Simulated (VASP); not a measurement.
# Zn (Fd-3m) in VASP: further runs, part 2 of 3

VASP 6.6.1. Earlier steps stand in the parts before.

## (5) Single point, revPBE (volume scaled by 1.12)

INCAR reads:

```
SYSTEM = Zn
ALGO = Normal
EDIFF = 1E-6
ENCUT = 520
GGA = RE
ISIF = 2
ISMEAR = -1
LASPH = .TRUE.
LCHARG = .TRUE.
LELF = .TRUE.
LREAL = .FALSE.
LVHAR = .TRUE.
LWAVE = .FALSE.
NBANDS = 19
NELM = 60
PREC = Accurate
SIGMA = 0.1
```

KPOINTS reads:

```
k-points
0
G
  10 10 10
  0 0 0
```

POSCAR reads:

```
Zn
1.0
    0.0000000000      3.0796409557      3.0796409557
    3.0796409557      0.0000000000      3.0796409557
    3.0796409557      3.0796409557      0.0000000000
Zn
2
Direct
    0.1250000000      0.1250000000      0.1250000000
    0.8750000000      0.8750000000      0.8750000000
```

Potentials or basis: VASP PAW PBE potentials, release 64 (Zn).

The run is started by

```sh
> cat potpaw_PBE.64/Zn/POTCAR > POTCAR
> mpirun -np 1 vasp_std > vasp.out
```

OUTCAR:

```text
SYSTEM = Zn
   EDIFF = 1E-6
   ENCUT = 520
   GGA = RE
   ISIF = 2
   ISMEAR = -1
   LASPH = .TRUE.
   LREAL = .FALSE.
   NELM = 60
   PREC = Accurate

 ion  position               nearest neighbor table
   1  0.125  0.125  0.125-   2 2.67   2 2.67   2 2.67   2 2.67
   2  0.875  0.875  0.875-   1 2.67   1 2.67   1 2.67   1 2.67

  LATTYP: Found a face centered cubic cell.
 ALAT       =     6.1592819114

  Lattice vectors:

 A1 = (   0.0000000000,   3.0796409557,   3.0796409557)
 A2 = (   3.0796409557,   0.0000000000,   3.0796409557)
 A3 = (   3.0796409557,   3.0796409557,   0.0000000000)

Analysis of symmetry for initial positions (statically):
=====================================================================
 Subroutine PRICEL returns:
 Original cell was already a primitive cell.

 Routine SETGRP: Setting up the symmetry group for a
 face centered cubic supercell.

 Subroutine GETGRP returns: Found 48 space group operations
 (whereof 12 operations were pure point group operations)
 out of a pool of 48 trial point group operations.

The static configuration has the point symmetry D_3d.
 The point group associated with its full space group is O_h .

Analysis of symmetry for dynamics (positions and initial velocities):
=====================================================================
 Subroutine PRICEL returns:
 Original cell was already a primitive cell.

 Routine SETGRP: Setting up the symmetry group for a
 face centered cubic supercell.

 Subroutine GETGRP returns: Found 48 space group operations
 (whereof 12 operations were pure point group operations)
 out of a pool of 48 trial point group operations.

The dynamic configuration has the point symmetry D_3d.
 The point group associated with its full space group is O_h .

 Subroutine INISYM returns: Found 48 space group operations
 (whereof 12 operations are pure point group operations),
 and found     1 'primitive' translations

[... 111 lines left out ...]
   IALGO  =     38    algorithm
   IMIX   =      4    mixing-type and parameters
     AMIX     =   0.40;   BMIX     =  1.00
     AMIX_MAG =   1.60;   BMIX_MAG =  1.00
  volume/ion in A,a.u.               =      29.21       197.10
  Fermi-wavevector in a.u.,A,eV,Ry     =   1.217032  2.299856 20.152483  1.481166
  Thomas-Fermi vector in A             =   2.352366
   LORBIT       =      0    0 simple, 1 ext, 2 COOP (PROOUT), +10 PAW based schemes
   GGA     = RE    functional components
   LHFCALC =     F    Hartree Fock is set to
   AEXX    =    0.0000 exact exchange contribution
   IVDW    =     0    specifies the selected vdW correction
   LEPSILON=     F    determine dielectric tensor
   LRPA    =     F    only Hartree local field effects (RPA)
 non-spin polarized calculation
  energy-cutoff  :      520.00
  volume of cell :       58.42
 maximum number of plane-waves:      1596
   NGX = 17   NGY = 17   NGZ = 17

 number of electron      24.0000013 magnetization

 Free energy of the ion-electron system (eV)
  ---------------------------------------------------
  ext. energy  EPLUGINS =         0.00000000
  ---------------------------------------------------
  free energy    TOTEN  =        -0.75078321 eV

  energy without entropy =       -0.71349382  energy(sigma->0) =       -0.73213851

 E-fermi :  -0.1177     XC(G=0):  -8.0794

 val. band max:       -0.1299277959   @ k =  -0.4000   0.4000   0.2000
 cond. band min:      -0.1093233261   @ k =   0.3000   0.1000   0.0000
 fundamental gap:      0.0206044699
 Fermi energy:        -0.1177332477

 k-point     1 :       0.0000    0.0000    0.0000
  band No.  band energies     occupation
      1      -7.4422      2.00000
      2      -7.4422      2.00000
      3      -7.4422      2.00000
      4      -7.4111      2.00000
      5      -7.4111      2.00000
      6      -7.0037      2.00000
[... 505 lines left out ...]
      6      -7.1911      2.00000
[... 11 lines left out ...]
     18      10.1714      0.00000
     19      12.5689      0.00000

 [... further k-points ...]

------------------------ aborting loop because EDIFF is reached ----------------------------------------

  FORCE on cell =-STRESS in cart. coord.  units (eV):
  Direction    XX          YY          ZZ          XY          YZ          ZX
  --------------------------------------------------------------------------------------
  -------------------------------------------------------------------------------------
  Total       -0.5826785     -0.5826785     -0.5826785     -0.0000000      0.0000000      0.0000000
  in kB      -15.9811975    -15.9811975    -15.9811975     -0.0000000      0.0000000      0.0000000
  external PRESSURE =     -15.9811975 kB  Pullay stress =       0.0000000 kB

 VOLUME and BASIS-vectors are now :
 -----------------------------------------------------------------------------
  energy-cutoff  :      520.00
  volume of cell :       58.42
      direct lattice vectors                 reciprocal lattice vectors
     0.000000000  3.079640956  3.079640956    -0.162356589  0.162356589  0.162356589
     3.079640956  0.000000000  3.079640956     0.162356589 -0.162356589  0.162356589
     3.079640956  3.079640956  0.000000000     0.162356589  0.162356589 -0.162356589

 POSITION                                       TOTAL-FORCE (eV/Angst)
 -----------------------------------------------------------------------------------
      0.76991      0.76991      0.76991         0.000000      0.000000      0.000000
      5.38937      5.38937      5.38937        -0.000000     -0.000000     -0.000000
 -----------------------------------------------------------------------------------
    total drift:                                0.000000      0.000000     -0.000000

  FREE ENERGIE OF THE ION-ELECTRON SYSTEM (eV)
  ---------------------------------------------------
  free  energy   TOTEN  =        -0.7507832067 eV

  energy  without entropy=       -0.7134938188  energy(sigma->0) =       -0.73213851
```

OSZICAR:

```text
N       E                     dE             d eps       ncg     rms          rms(c)
DAV:   1     0.113152162938E+03    0.11315E+03   -0.11762E+04  1786   0.157E+03
DAV:   2     0.507028758889E+01   -0.10808E+03   -0.10580E+03  1798   0.279E+02
DAV:   3    -0.745657052679E+00   -0.58159E+01   -0.57972E+01  2013   0.709E+01
DAV:   4    -0.791023355260E+00   -0.45366E-01   -0.45357E-01  1962   0.707E+00
DAV:   5    -0.791109938579E+00   -0.86583E-04   -0.86583E-04  1941   0.261E-01    0.158E+00
DAV:   6    -0.748570968729E+00    0.42539E-01   -0.23334E-01  2139   0.782E+00    0.132E+00
DAV:   7    -0.749761084736E+00   -0.11901E-02   -0.90547E-03  1902   0.111E+00    0.658E-01
DAV:   8    -0.750661276702E+00   -0.90019E-03   -0.30272E-03  1876   0.405E-01    0.344E-02
DAV:   9    -0.750766811198E+00   -0.10553E-03   -0.16429E-04  1927   0.891E-02    0.285E-02
DAV:  10    -0.750783203351E+00   -0.16392E-04   -0.29404E-05  1913   0.345E-02    0.313E-03
DAV:  11    -0.750783206747E+00   -0.33956E-08   -0.84641E-07  1560   0.447E-03
   1 F= -.75078321E+00 E0= -.73213851E+00  d E =-.372894E-01
```

Run time: 28 s. Hardware: 1 thread of Intel Xeon Platinum 8259CL at 2.50GHz (Skylake/Cascade Lake), shared host; peak memory 0.19 GiB.

Results:

```
Free energy            : -0.7508 eV
Pressure               : -1.6 GPa
Band gap on the k mesh : zero (band 12 reaches 4.34 eV, above the bottom of band 13 at -0.49 eV)
```

Caveat: the cell differs from its parent crystal (volume scaled by 1.12); the PAW data sets were made with another functional, which shifts forces and pressure a little.

## (6) Relaxation of cell and atoms, revPBE

This run uses another cell than the first one, of 20.53 Å³/atom, 0.787 times its volume.

INCAR reads:

```
PREC = Accurate
ENCUT = 600
EDIFF = 1E-6
ISMEAR = -1
SIGMA = 0.1
LREAL = F
LASPH = T
NELM = 60
ALGO = Normal
ISIF = 3
LWAVE = F
LCHARG = F
GGA = RE
IBRION = 2
NSW = 80
EDIFFG = -0.01
```

KPOINTS reads:

```
Automatic mesh
0
Gamma
  10 10 10
```

POSCAR reads:

```
Zn
1.0
    0.0000000000      2.7383746181      2.7383746181
    2.7383746181      0.0000000000      2.7383746181
    2.7383746181      2.7383746181      0.0000000000
Zn
2
Direct
    0.1250000000      0.1250000000      0.1250000000
    0.8750000000      0.8750000000      0.8750000000
```

Potentials or basis: VASP PAW PBE potentials, release 64 (Zn).

The run is started by

```sh
> cat potpaw_PBE.64/Zn/POTCAR > POTCAR
> mpirun -np 1 vasp_std > vasp.out
```

OUTCAR:

```text
PREC = Accurate
   ENCUT = 600
   EDIFF = 1E-6
   ISMEAR = -1
   LREAL = F
   LASPH = T
   NELM = 60
   ISIF = 3
   GGA = RE
   IBRION = 2
   NSW = 80
   EDIFFG = -0.01

 ion  position               nearest neighbor table
   1  0.125  0.125  0.125-   2 2.37   2 2.37   2 2.37   2 2.37
   2  0.875  0.875  0.875-   1 2.37   1 2.37   1 2.37   1 2.37

  LATTYP: Found a face centered cubic cell.
 ALAT       =     5.4767492362

  Lattice vectors:

 A1 = (   0.0000000000,   2.7383746181,   2.7383746181)
 A2 = (   2.7383746181,   0.0000000000,   2.7383746181)
 A3 = (   2.7383746181,   2.7383746181,   0.0000000000)

Analysis of symmetry for initial positions (statically):
=====================================================================
 Subroutine PRICEL returns:
 Original cell was already a primitive cell.

 Routine SETGRP: Setting up the symmetry group for a
 face centered cubic supercell.

 Subroutine GETGRP returns: Found 48 space group operations
 (whereof 12 operations were pure point group operations)
 out of a pool of 48 trial point group operations.

The static configuration has the point symmetry D_3d.
 The point group associated with its full space group is O_h .

Analysis of symmetry for dynamics (positions and initial velocities):
[... 167 lines left out ...]
  -------------------------------------------------------------------------------------
  Total        2.4895661      2.4895661      2.4895661      0.0000000      0.0000000      0.0000000
  in kB       97.1238003     97.1238003     97.1238003      0.0000000      0.0000000      0.0000000
  external PRESSURE =      97.1238003 kB  Pullay stress =       0.0000000 kB
[... 167 lines left out ...]
--------------------------------------- Ionic step        6  -------------------------------------------

 number of electron      23.9999971 magnetization

 Free energy of the ion-electron system (eV)
  ---------------------------------------------------
  ext. energy  EPLUGINS =         0.00000000
  ---------------------------------------------------
  free energy    TOTEN  =        -0.78156624 eV

  energy without entropy =       -0.74545668  energy(sigma->0) =       -0.76351146

 E-fermi :   0.1869     XC(G=0):  -8.5556

 val. band max:        0.1505679502   @ k =  -0.4000   0.4000   0.1000
 cond. band min:       0.1884050142   @ k =  -0.3000   0.3000   0.1000
 fundamental gap:      0.0378370639
 Fermi energy:         0.1869466083

 k-point     1 :       0.0000    0.0000    0.0000
  band No.  band energies     occupation
      1      -7.2458      2.00000
      2      -7.2457      2.00000
      3      -7.2457      2.00000
      4      -7.2096      2.00000
      5      -7.2096      2.00000
      6      -7.0666      2.00000
[... 433 lines left out ...]
      3      -7.2606      2.00000
      4      -7.0844      2.00000
      5      -7.0206      2.00000
      6      -6.9441      2.00000
[... 8 lines left out ...]
     15       4.7491      0.00000
     16       5.7649      0.00000

 [... further k-points ...]

------------------------ aborting loop because EDIFF is reached ----------------------------------------

  FORCE on cell =-STRESS in cart. coord.  units (eV):
  Direction    XX          YY          ZZ          XY          YZ          ZX
  --------------------------------------------------------------------------------------
  -------------------------------------------------------------------------------------
  Total        0.0175621      0.0175621      0.0175621     -0.0000000      0.0000000      0.0000000
  in kB        0.5363395      0.5363395      0.5363395     -0.0000000      0.0000000      0.0000000
  external PRESSURE =       0.5363395 kB  Pullay stress =       0.0000000 kB
[... 17 lines left out ...]
  FREE ENERGIE OF THE ION-ELECTRON SYSTEM (eV)
  ---------------------------------------------------
  free  energy   TOTEN  =        -0.7815662417 eV

  energy  without entropy=       -0.7454566844  energy(sigma->0) =       -0.76351146

 reached required accuracy - stopping structural energy minimisation
```

OSZICAR:

```text
N       E                     dE             d eps       ncg     rms          rms(c)
DAV:   1     0.105138146154E+03    0.10514E+03   -0.13710E+04  1504   0.233E+03
DAV:   2     0.294348186814E+01   -0.10219E+03   -0.10121E+03  1528   0.316E+02
DAV:   3    -0.633869862122E+00   -0.35774E+01   -0.35708E+01  1776   0.696E+01
[... 54 lines left out ...]
DAV:   1    -0.789832307928E+00   -0.83262E-02   -0.10430E-01  1512   0.559E+00    0.651E-01
DAV:   2    -0.782479164233E+00    0.73531E-02   -0.34578E-02  1576   0.356E+00    0.204E-01
DAV:   3    -0.781837166854E+00    0.64200E-03   -0.44185E-04  1752   0.306E-01    0.110E-01
DAV:   4    -0.781566288230E+00    0.27088E-03   -0.73469E-05  1936   0.119E-01    0.621E-03
DAV:   5    -0.781566241730E+00    0.46500E-07   -0.96014E-06  1624   0.285E-02
   6 F= -.78156624E+00 E0= -.76351146E+00  d E =-.263903E+00
```

Run time: 3 min. Hardware: 1 thread of Intel Xeon Platinum 8259CL at 2.50GHz (Skylake/Cascade Lake), shared host; peak memory 0.19 GiB.

What came out:

| Property | Result |
| --- | --- |
| Free energy | -0.7816 eV |
| Relaxed volume | 26.23 Å³/atom |
| Relaxed cell | a = 4.202 Å, b = 4.202 Å, c = 4.202 Å, α = 60.00°, β = 60.00°, γ = 60.00° |
| Space group after relaxing (to 0.05 Å) | Fd-3m (No. 227) |
| Energy gained by relaxing | 132.0 meV/atom |
| Ionic steps | 6 |
| Pressure after relaxing | 0.1 GPa |
| Band gap on the k mesh | zero (band 12 reaches 5.10 eV, above the bottom of band 13 at -0.31 eV) |

Step by step:
```csv
step,energy change (eV),largest force (eV/Å),pressure (GPa),volume (Å³)
1,0.0000,0.0000,9.71,41.07
2,-0.2465,0.0000,1.70,48.92
3,-0.2617,0.0000,0.58,51.15
4,-0.2524,0.0000,-1.02,55.82
5,-0.2638,0.0000,-0.06,52.71
6,-0.2639,0.0000,0.05,52.46
```

Final structure:
```
Zn
1.0
     0.00000    2.97125    2.97125
     2.97125    0.00000    2.97125
     2.97125    2.97125    0.00000
Zn
2
Direct
  0.12500 0.12500 0.12500
  0.87500 0.87500 0.87500
```

Caveat: the volume moved by over 15 % at a fixed basis, so the end points are rough; the PAW data sets were made with another functional, which shifts forces and pressure a little.

(Continued in part 3 of 3.)
